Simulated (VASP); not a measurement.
NaLa: single point with PBE

The system is NaLa.

```
La Na
1.0
     3.75050    0.00000    0.00000
    -1.87525    3.24803    0.00000
     0.00000    0.00000    6.48378
La Na
1 1
Direct
  0.33333 0.66667 0.50000
  0.00000 0.00000 0.00000
```

* Program: VASP 6.6.1
* Task: single point
* Functional: PBE
* Potentials or basis: VASP PAW PBE potentials, release 64 (La, Na_pv)
* Cutoff: 520 eV
* k mesh: 7 × 7 × 4
* Occupations: fermi-dirac, width 0.05 eV
* Spin: no spin polarisation
* Dipole correction: no
* Further INCAR settings: ALGO = Fast; EDIFF = 1e-06; NBANDS = 16

```json
{
 "Pressure": "-1.5 GPa",
 "Band gap on the k mesh": "zero (band 9 reaches 4.05 eV, above the bottom of band 10 at 3.49 eV)"
}
```

Stress tensor (GPa, compression positive):
```
-2.09  0.00  0.00
 0.00 -2.09  0.00
 0.00  0.00 -0.29
```

Levels at points of the mesh, in eV from the Fermi level:
```
           k point  band 5  band 6  band 7  band 8  band 9  band 10  band 11  band 12  band 13  band 14
(0.00, 0.00, 0.00)  -17.07  -16.42  -16.42   -3.23   -1.15     0.71     0.98     1.41     1.41     1.56
(0.00, 0.00, 0.50)  -17.07  -16.42  -16.42   -2.41   -1.95     0.18     0.99     1.18     1.41     1.41
```

Wall time 34 s on 1 thread of Intel(R) Xeon(R) 6975P-C (Granite Rapids), on a shared host, peak memory 0.21 GiB.

Caveat: spin-orbit coupling is left out, which moves the levels of the heavy elements.
